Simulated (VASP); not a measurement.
A run of VASP 6.6.1 is set up as follows.

File INCAR:

```
ALGO = Normal
EDIFF = 1E-7
ENCUT = 520
GGA = PS
ISIF = 2
ISMEAR = -1
LASPH = True
LCHARG = False
LREAL = False
LWAVE = False
NBANDS = 9
NELM = 60
PREC = Accurate
SIGMA = 0.13605693000000002
```

The input KPOINTS:

```
k-points
0
Gamma
  13 13 13
```

POSCAR

```
S
1.0
    2.5513641298      0.0000000000      0.0000000000
    0.0000000000      2.5513641298      0.0000000000
    0.0000000000      0.0000000000      2.5513641298
S
1
Direct
    0.0000000000      0.0000000000      0.0000000000
```

Potentials or basis: VASP PAW PBE potentials, release 64 (S).

The run is started by

```console
$ cat potpaw_PBE.64/S/POTCAR > POTCAR
$ mpirun -np 1 vasp_std > vasp.out
```

Problem. What does it give for the pressure?

Solution. -0.7 GPa.

Problem. Estimate the band gap on the k mesh.

Solution. Zero (band 3 reaches 10.57 eV, above the bottom of band 4 at 3.64 eV).

Caveat: the PAW data sets were made with another functional, which shifts forces and pressure a little.
